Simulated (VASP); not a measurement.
# SiC (Pmc2_1) in VASP: a series of runs, part 2 of 2

VASP 6.6.1. Earlier steps stand in the parts before.

### Step 4. Single point, r2SCAN

This run uses another cell than the first one, of 16.16 Å³/atom, 1.220 times its volume.

POSCAR

```
SiC
1.0
    1.5375975033     -2.6631969973      0.0000000000
    0.0000000000      0.0000000000     -5.0481668562
   14.4217374425      8.3263939947      0.0000000000
Si C
8 8
Direct
    0.5000000000      0.9953971175      0.5330833089
    0.0000000000      0.9953971175      0.0533083309
    0.5000000000      0.9953971175      0.2132333236
    0.0000000000      0.9953971175      0.3731583162
    1.0000000000      0.4953971175      0.5863916399
    0.5000000000      0.4953971175      0.1066166618
    1.0000000000      0.4953971175      0.2665416545
    0.5000000000      0.4953971175      0.4264666472
    0.5000000000      0.6196028825      0.5330833089
    0.0000000000      0.6196028825      0.0533083309
    0.5000000000      0.6196028825      0.2132333236
    0.0000000000      0.6196028825      0.3731583162
    1.0000000000      0.1196028825      0.5863916399
    0.5000000000      0.1196028825      0.1066166618
    1.0000000000      0.1196028825      0.2665416545
    0.5000000000      0.1196028825      0.4264666472
```

INCAR.step1

```
SYSTEM = SiC
ALGO = Normal ; EDIFF = 1E-4
ENCUT = 520 ; GGA = PE
ISMEAR = 0 ; LASPH = .True.
LCHARG = .False. ; LREAL = Auto
LWAVE = .True. ; NBANDS = 46
NELM = 80 ; PREC = Accurate
SIGMA = 0.05
```

INCAR.step2

```
SYSTEM = SiC
ALGO = Normal ; EDIFF = 1E-6
ENCUT = 520 ; ISIF = 2
ISMEAR = 0 ; ISTART = 1
LASPH = .True. ; LCHARG = .False.
LMIXTAU = .True. ; LREAL = Auto
LWAVE = .False. ; METAGGA = R2SCAN
NBANDS = 46 ; NELM = 80
PREC = Accurate ; SIGMA = 0.05
```

KPOINTS

```
k-points
0
Gamma
  7 5 2
  0 0 0
```

Potentials or basis: VASP PAW PBE potentials, release 64 (Si, C).

Started as:

```console
$ cat potpaw_PBE.64/Si/POTCAR potpaw_PBE.64/C/POTCAR > POTCAR
$ cp INCAR.step1 INCAR
$ mpirun -np 1 vasp_std > vasp.out
$ cp INCAR.step2 INCAR
$ mpirun -np 1 vasp_std > vasp.out
```

OUTCAR:

```text
SYSTEM = SiC
   EDIFF = 1E-6
   ENCUT = 520
   ISIF = 2
   ISMEAR = 0
   ISTART = 1
   LASPH = .True.
   LREAL = Auto
   METAGGA = R2SCAN
   NELM = 80
   PREC = Accurate

 ion  position               nearest neighbor table
   1  0.500  0.995  0.533-  16 1.88  13 1.88  13 1.88   9 1.90   4 3.08   4 3.08   8 3.09   8 3.09
                             5 3.09   5 3.09   5 3.09   5 3.09
   2  0.000  0.995  0.053-  14 1.88  14 1.88  10 1.90   3 3.08   3 3.08   6 3.09   6 3.09   6 3.09
                             6 3.09
   3  0.500  0.995  0.213-  15 1.88  15 1.88  14 1.88  11 1.90   4 3.08   4 3.08   2 3.08   2 3.08
                             7 3.09   7 3.09   7 3.09   7 3.09   6 3.09   6 3.09
   4  0.000  0.995  0.373-  15 1.88  16 1.88  16 1.88  12 1.90   3 3.08   3 3.08   1 3.08   1 3.08
                             7 3.09   7 3.09   8 3.09   8 3.09   8 3.09   8 3.09
   5  0.000  0.495  0.586-   9 1.88   9 1.88  13 1.90   8 3.08   8 3.08   1 3.09   1 3.09   1 3.09
                             1 3.09
   6  0.500  0.495  0.107-  10 1.88  10 1.88  11 1.88  14 1.90   7 3.08   7 3.08   2 3.09   2 3.09
                             2 3.09   2 3.09   3 3.09   3 3.09
   7  0.000  0.495  0.267-  12 1.88  11 1.88  11 1.88  15 1.90   8 3.08   6 3.08   8 3.08   6 3.08
                             4 3.09   4 3.09   3 3.09   3 3.09   3 3.09   3 3.09
   8  0.500  0.495  0.426-   9 1.88  12 1.88  12 1.88  16 1.90   7 3.08   5 3.08   7 3.08   5 3.08
                             1 3.09   1 3.09   4 3.09   4 3.09   4 3.09   4 3.09
   9  0.500  0.620  0.533-   8 1.88   5 1.88   5 1.88   1 1.90
  10  0.000  0.620  0.053-   6 1.88   6 1.88   2 1.90
  11  0.500  0.620  0.213-   7 1.88   7 1.88   6 1.88   3 1.90
  12  0.000  0.620  0.373-   7 1.88   8 1.88   8 1.88   4 1.90
  13  0.000  0.120  0.586-   1 1.88   1 1.88   5 1.90
  14  0.500  0.120  0.107-   2 1.88   2 1.88   3 1.88   6 1.90
  15  0.000  0.120  0.267-   4 1.88   3 1.88   3 1.88   7 1.90
  16  0.500  0.120  0.426-   1 1.88   4 1.88   4 1.88   8 1.90

  LATTYP: Found a simple orthorhombic cell.
 ALAT       =     3.0751950066
 B/A-ratio  =     1.6415761750
 C/A-ratio  =     5.4151973951

  Lattice vectors:

 A1 = (   1.5375975033,  -2.6631969973,   0.0000000000)
 A2 = (   0.0000000000,   0.0000000000,  -5.0481668562)
 A3 = (  14.4217374425,   8.3263939947,   0.0000000000)

Analysis of symmetry for initial positions (statically):
=====================================================================
[... 187 lines left out ...]
  volume of cell :      258.52
 maximum number of plane-waves:      6981
 NGX is ok and might be reduce to    24
   NGX = 11   NGY = 19   NGZ = 61

 number of electron      63.9999995 magnetization

 Free energy of the ion-electron system (eV)
  ---------------------------------------------------
  ext. energy  EPLUGINS =         0.00000000
  ---------------------------------------------------
  free energy    TOTEN  =      -148.03707065 eV

  energy without entropy =     -148.03707065  energy(sigma->0) =     -148.03707065

 E-fermi :   3.6239     XC(G=0):  -8.5930

 val. band max:        3.3906477789   @ k =   0.0000   0.0000   0.5000
 cond. band min:       4.1177056312   @ k =   0.4286   0.4000   0.0000
 fundamental gap:      0.7270578523
 Fermi energy:         3.6238743408

 k-point     1 :       0.0000    0.0000    0.0000
  band No.  band energies     occupation
      1     -13.0875      2.00000
      2     -12.3035      2.00000
      3     -11.2078      2.00000
      4     -10.1898      2.00000
      5      -9.4870      2.00000
      6      -8.8267      2.00000
[... 1117 lines left out ...]
     43       9.4086      0.00000
     44       9.5462      0.00000
 [bands above 44 left out]

------------------------ aborting loop because EDIFF is reached ----------------------------------------

  FORCE on cell =-STRESS in cart. coord.  units (eV):
  Direction    XX          YY          ZZ          XY          YZ          ZX
  --------------------------------------------------------------------------------------
  -------------------------------------------------------------------------------------
  Total       -3.2398793     -0.5294908     -9.8264021     -2.3472653      0.0000000      0.0000000
  in kB      -20.0791860     -3.2815249    -60.8992294    -14.5472012      0.0000000      0.0000000
  external PRESSURE =     -28.0866468 kB  Pullay stress =       0.0000000 kB

 VOLUME and BASIS-vectors are now :
 -----------------------------------------------------------------------------
  energy-cutoff  :      520.00
  volume of cell :      258.52
      direct lattice vectors                 reciprocal lattice vectors
     1.537597503 -2.663196997  0.000000000     0.162591315 -0.281616418  0.000000000
     0.000000000  0.000000000 -5.048166856     0.000000000  0.000000000 -0.198091709
    14.421737442  8.326393995  0.000000000     0.052004830  0.030025002  0.000000000

 POSITION                                       TOTAL-FORCE (eV/Angst)
 -----------------------------------------------------------------------------------
      8.45679      3.10706     -5.02493         2.222474      1.283146     -0.974433
      0.76880      0.44387     -5.02493         1.614593      0.932186      2.656983
      3.84399      0.44387     -5.02493         0.068451      0.039520      0.657879
      5.38159      3.10706     -5.02493         0.138893      0.080190     -0.038836
      8.45679      4.88253     -2.50085        -1.614593     -0.932186      2.656983
      2.30640     -0.44387     -2.50085        -2.222474     -1.283146     -0.974433
[... 8 lines left out ...]
      3.84399      2.21933     -0.60378        -0.237538     -0.137143     -0.104023
      6.91919      2.21933     -0.60378        -0.482155     -0.278372     -0.001809
 -----------------------------------------------------------------------------------
    total drift:                               -0.000089     -0.000051     -0.050366

  FREE ENERGIE OF THE ION-ELECTRON SYSTEM (eV)
  ---------------------------------------------------
  free  energy   TOTEN  =      -148.0370706450 eV

  energy  without entropy=     -148.0370706450  energy(sigma->0) =     -148.03707065
```

OUTCAR.step1:

```text
SYSTEM = SiC
   EDIFF = 1E-4
   ENCUT = 520
   GGA = PE
   ISMEAR = 0
   LASPH = .True.
   LREAL = Auto
[... 1406 lines left out ...]
      2.30640     -0.44387     -2.50085        -2.092407     -1.208052     -0.901116
[... 8 lines left out ...]
      3.84399      2.21933     -0.60378        -0.218032     -0.125881     -0.105549
      6.91919      2.21933     -0.60378        -0.452447     -0.261221     -0.009822
 -----------------------------------------------------------------------------------
    total drift:                                0.000002      0.000001     -0.047284

  FREE ENERGIE OF THE ION-ELECTRON SYSTEM (eV)
  ---------------------------------------------------
  free  energy   TOTEN  =      -114.5441375231 eV

  energy  without entropy=     -114.5441375231  energy(sigma->0) =     -114.54413752
```

OSZICAR.step1:

```text
N       E                     dE             d eps       ncg     rms          rms(c)
DAV:   1     0.269079482366E+03    0.26908E+03   -0.27425E+04  2208   0.119E+03
DAV:   2    -0.968143334795E+02   -0.36589E+03   -0.34290E+03  2824   0.232E+02
DAV:   3    -0.129900592541E+03   -0.33086E+02   -0.32550E+02  2762   0.670E+01
DAV:   4    -0.131331620197E+03   -0.14310E+01   -0.14264E+01  3032   0.157E+01
DAV:   5    -0.131391728971E+03   -0.60109E-01   -0.60065E-01  3040   0.290E+00    0.249E+01
DAV:   6    -0.115152865611E+03    0.16239E+02   -0.50099E+01  2654   0.230E+01    0.111E+01
DAV:   7    -0.114732115264E+03    0.42075E+00   -0.41937E+00  2840   0.819E+00    0.534E+00
DAV:   8    -0.114578609434E+03    0.15351E+00   -0.61870E-01  2722   0.367E+00    0.250E+00
DAV:   9    -0.114543540806E+03    0.35069E-01   -0.14607E-01  2696   0.163E+00    0.509E-01
DAV:  10    -0.114541683143E+03    0.18577E-02   -0.18119E-02  2754   0.639E-01    0.278E-01
DAV:  11    -0.114541780897E+03   -0.97754E-04   -0.46705E-03  2960   0.285E-01    0.190E-01
DAV:  12    -0.114542490147E+03   -0.70925E-03   -0.18345E-03  2568   0.151E-01    0.607E-02
DAV:  13    -0.114543029340E+03   -0.53919E-03   -0.52161E-04  2368   0.866E-02    0.386E-02
DAV:  14    -0.114543971049E+03   -0.94171E-03   -0.69583E-04  2180   0.883E-02    0.214E-02
DAV:  15    -0.114544132707E+03   -0.16166E-03   -0.14676E-04  1920   0.508E-02    0.157E-02
DAV:  16    -0.114544137523E+03   -0.48163E-05   -0.37136E-05  1812   0.271E-02
   1 F= -.11454414E+03 E0= -.11454414E+03  d E =-.242638E-13
```

It took 20 min on 1 thread of Intel Xeon Platinum 8375C at 2.90GHz (Ice Lake), shared host; peak memory 0.47 GiB.

What came out:

```
Free energy            : -148.0371 eV
Pressure               : -2.8 GPa
Largest force          : 3.246 eV/Å
Band gap on the k mesh : 0.73 eV, indirect (least direct gap 0.74 eV)
```

Forces on the atoms (eV/Å):
```
Si   2.222  1.283 -0.974
Si   1.615  0.932  2.657
Si   0.068  0.040  0.658
Si   0.139  0.080 -0.039
Si  -1.615 -0.932  2.657
Si  -2.222 -1.283 -0.974
Si  -0.139 -0.080 -0.039
Si  -0.068 -0.040  0.658
C    0.905  0.523 -0.642
C    1.179  0.680 -1.554
C    0.482  0.278 -0.002
C    0.238  0.137 -0.104
C   -1.179 -0.680 -1.554
C   -0.905 -0.523 -0.642
C   -0.238 -0.137 -0.104
C   -0.482 -0.278 -0.002
```

Levels at points of the mesh, in eV from the valence-band top:
```csv
k point,band 29,band 30,band 31,band 32,band 33,band 34,band 35,band 36
"(0.00, 0.00, 0.00)",-0.26,-0.14,-0.04,0.00,1.58,1.86,3.22,4.18
"(0.00, 0.00, 0.50)",-0.26,-0.14,-0.03,0.00,1.59,1.84,3.22,4.18
```

Caveat: the PAW data sets were made with another functional, which shifts forces and pressure a little.

### Step 5. Summary

```tsv
cell	gap on the mesh (eV)	pressure (GPa)	largest force (eV/Å)
a = 3.075, b = 5.048, c = 13.653 Å, 16 atoms	0.65	-3.5	3.22
a = 3.075, b = 5.048, c = 15.153 Å, 16 atoms	0.73	-3.1	3.24
a = 3.075, b = 5.048, c = 16.653 Å, 16 atoms	0.73	-2.8	3.25
```

Alike in all rows: task single point; level r2SCAN; potentials or basis VASP PAW PBE potentials, release 64 (Si, C); no spin polarisation; k mesh 7 × 5 × 2; cutoff (eV) 520; smearing gaussian 0.05 eV.

Caveats: the PAW data sets were made with another functional, which shifts forces and pressure a little.

Total energies depend on the potentials used, so only differences within one code and one set of settings carry meaning.
